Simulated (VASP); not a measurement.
Write the native input for VASP 6.6.1 that does the following.

- Task: relaxation of cell and atoms
- Functional: PBEsol
- Potentials or basis: VASP PAW PBE potentials, release 64 (Pb_d)
- Cutoff: 600 eV
- k mesh: 9 × 9 × 9
- Occupations: fermi-dirac, width 0.05 eV
- Spin: no spin polarisation
- Target pressure: 20 GPa
- Dipole correction: no
- Further INCAR settings: ALGO = Fast; EDIFF = 1e-07; IBRION = 2; EDIFFG = -0.01; NSW = 60; ISIF = 3

The structure of Pb lies in POSCAR:

```
Pb
1.0
    0.0000000000      2.4750200000      2.4750200000
    2.4750200000      0.0000000000      2.4750200000
    2.4750200000      2.4750200000      0.0000000000
Pb
1
Direct
    0.0000000000      0.0000000000      0.0000000000
```

These files were run (other wordings do the same):

INCAR

```
SYSTEM = Pb
PREC = Accurate ; ENCUT = 600
EDIFF = 1E-7 ; ISMEAR = -1
SIGMA = 0.05 ; LREAL = .False.
LASPH = .True. ; NELM = 80
ALGO = Fast ; ISIF = 3
LWAVE = .False. ; LCHARG = .False.
GGA = PS ; IBRION = 2
NSW = 60 ; EDIFFG = -0.01
PSTRESS = 200.0
```

KPOINTS

```
Automatic mesh
0
Gamma
  9 9 9
  0 0 0
```

Potentials or basis: VASP PAW PBE potentials, release 64 (Pb_d).

Command:

```console
$ cat potpaw_PBE.64/Pb_d/POTCAR > POTCAR
$ mpirun -np 1 vasp_std > vasp.out
```

It gave:

- Relaxed volume: 23.67 Å³/atom
- Relaxed cell: a = 3.223 Å, b = 3.223 Å, c = 3.223 Å, α = 60.00°, β = 60.00°, γ = 60.00°
- Space group after relaxing (to 0.05 Å): Fm-3m (No. 225)
- Energy change on relaxing (the enthalpy is what falls): +314.5 meV/atom
- Ionic steps: 7
- Pressure after relaxing: 20.1 GPa
- Band gap on the k mesh: zero (band 7 reaches 19.69 eV, above the bottom of band 8 at 8.13 eV)

Caveat: the cell is relaxed towards a set pressure, so the enthalpy falls and the energy may rise; the volume moved by over 15 % at a fixed basis, so the end points are rough; the PAW data sets were made with another functional, which shifts forces and pressure a little; spin-orbit coupling is left out, which moves the levels of the heavy elements.

Wall time 5.5 min on 1 thread of AMD EPYC 7R13, with other jobs on the host, peak memory 0.15 GiB.
